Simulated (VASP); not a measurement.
Here is a VASP 6.6.1 calculation.

File INCAR:

```
SYSTEM = IrRu
PREC = Accurate
ENCUT = 520
EDIFF = 1E-7
ISMEAR = 1
SIGMA = 0.1
LREAL = .FALSE.
LASPH = .TRUE.
NELM = 100
ALGO = Normal
ISIF = 2
LWAVE = .FALSE.
LCHARG = .FALSE.
GGA = PS
NBANDS = 18
```

File KPOINTS:

```
regular mesh
0
G
  12 12 7
  0 0 0
```

POSCAR

```
IrRu
1.0
    2.6755804698      0.0000000000      0.0000000000
   -1.3377907259      2.3171205104      0.0000000000
    0.0000000000      0.0000000000      4.2522970436
Ru Ir
1 1
Direct
    0.6666666667      0.3333333333      0.0000000000
    0.0000000000      0.0000000000      0.5000000000
```

Potentials or basis: VASP PAW PBE potentials, release 64 (Ru_pv, Ir).

Command:

```bash
$ cat potpaw_PBE.64/Ru_pv/POTCAR potpaw_PBE.64/Ir/POTCAR > POTCAR
$ mpirun -np 1 vasp_std > vasp.out
```

Problem. Estimate the pressure.

Solution. 16.0 GPa.

Stress tensor (GPa, compression positive):
```
15.58  0.00  0.00
 0.00 15.58  0.00
 0.00  0.00 16.83
```

Caveat: the PAW data sets were made with another functional, which shifts forces and pressure a little.
